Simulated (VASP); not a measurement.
# Hf8C7N (a cell with a defect): single point with PBE

The system is Hf8C7N (a cell with a defect).

```xyz
16
Lattice="0.0000 4.6500 4.6500 4.6500 0.0000 4.6500 4.6500 4.6500 0.0000" Properties=species:S:1:pos:R:3 pbc="T T T"
Hf    2.3250    2.3250    2.3250
Hf    4.6500    4.6500    2.3325
Hf    4.6500    2.3325    4.6500
Hf    6.9675    4.6500    4.6500
Hf    2.3325    4.6500    4.6500
Hf    4.6500    6.9675    4.6500
Hf    4.6500    4.6500    6.9675
Hf    6.9750    6.9750    6.9750
N     0.0000    0.0000    0.0000
C     2.3250    2.3250    0.0000
C     2.3250    0.0000    2.3250
C     4.6500    2.3250    2.3250
C     0.0000    2.3250    2.3250
C     2.3250    4.6500    2.3250
C     2.3250    2.3250    4.6500
C     4.6500    4.6500    4.6500
```

```json
{
 "Program": "VASP 6.6.1",
 "Task": "single point",
 "Functional": "PBE",
 "Potentials or basis": "VASP PAW PBE potentials, release 64 (Hf_pv, N, C)",
 "Cutoff": "520 eV",
 "k mesh": "3 × 3 × 3",
 "Occupations": "methfessel-paxton, width 0.05 eV",
 "Spin": "no spin polarisation"
}
```

| Item | Value |
| --- | --- |
| Pressure | -2.5 GPa |
| Largest force | 0.007 eV/Å |
| Band gap on the k mesh | zero (an odd number of electrons rules out a gap without spin polarisation) |

Forces on the atoms (eV/Å):
```
Hf   0.000  0.000  0.000
Hf   0.000  0.000 -0.007
Hf   0.000 -0.007  0.000
Hf   0.007  0.000  0.000
Hf  -0.007  0.000  0.000
Hf   0.000  0.007  0.000
Hf   0.000  0.000  0.007
Hf   0.000  0.000  0.000
N    0.000  0.000  0.000
C    0.000  0.000  0.000
C    0.000  0.000  0.000
C    0.000  0.000  0.000
C    0.000  0.000  0.000
C    0.000  0.000  0.000
C    0.000  0.000  0.000
C    0.000  0.000  0.000
```

Levels at points of the mesh, in eV from the Fermi level:
| k point | band 54 | band 55 | band 56 | band 57 | band 58 | band 59 |
| --- | --- | --- | --- | --- | --- | --- |
| (0.00, 0.00, 0.00) | -0.42 | -0.42 | -0.42 | 0.49 | 0.49 | 0.49 |

Wall time 92 s on 1 thread of Intel(R) Xeon(R) Platinum 8259CL CPU @ 2.50GHz (Skylake/Cascade Lake), with other jobs on the host, peak memory 0.36 GiB.

Caveat: the k points lie up to 0.39 Å⁻¹ apart, too coarse for converged energies and pressures of a metal; spin-orbit coupling is left out, which moves the levels of the heavy elements.
